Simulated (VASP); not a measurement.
Wanted: the native input for a VASP 6.6.1 run.

```
Task                   : single point
Functional             : PBE
Potentials or basis    : VASP PAW PBE potentials, release 64 (Ge_d, N, C)
Cutoff                 : 520 eV
k mesh                 : 8 × 8 × 8
Occupations            : gaussian, width 0.1 eV
Spin                   : no spin polarisation
Dipole correction      : no
Further INCAR settings : ALGO = Normal; EDIFF = 1e-06; NBANDS = 22
```

The structure of GeCN2 lies in POSCAR:

```
GeCN2
1.0
    1.7937903697      1.0356453528      4.9219572124
   -1.7937903697      1.0356453528      4.9219572124
    0.0000000000     -2.0712907056      4.9219572124
Ge N C
1 2 1
Direct
    0.0000000000      0.0000000000      0.0000000000
    0.5839044000      0.5839044000      0.5839044000
    0.4160956000      0.4160956000      0.4160956000
    0.5000000000      0.5000000000      0.5000000000
```

One way to write it, as run:

INCAR

```
PREC     = Accurate       # precision mode
ENCUT    = 520            # plane-wave cutoff, eV
EDIFF    = 1E-6           # SCF threshold, eV
ISMEAR   = 0              # smearing method
SIGMA    = 0.1            # smearing width, eV
LREAL    = F              # projectors in reciprocal space
LASPH    = T              # aspherical terms in the spheres
NELM     = 80             # most SCF steps
ALGO     = Normal         # electronic algorithm
ISIF     = 2              # what is computed and relaxed
LWAVE    = F              # write WAVECAR
LCHARG   = F              # write CHGCAR
GGA      = PE             # functional
NBANDS   = 22             # bands
```

KPOINTS

```
Automatic mesh
0
Gamma
  8 8 8
```

Potentials or basis: VASP PAW PBE potentials, release 64 (Ge_d, N, C).

The run is started by

```console
$ cat potpaw_PBE.64/Ge_d/POTCAR potpaw_PBE.64/N/POTCAR potpaw_PBE.64/C/POTCAR > POTCAR
$ mpirun -np 1 vasp_std > vasp.out
```

Results of the run:

- Pressure: 0.1 GPa
- Largest force: 0.074 eV/Å
- Band gap on the k mesh: 1.04 eV (least direct gap 1.98 eV)

It took 2.4 min on 1 thread of AMD EPYC 9R14 (Zen 4) (shared host), peak memory 0.24 GiB.
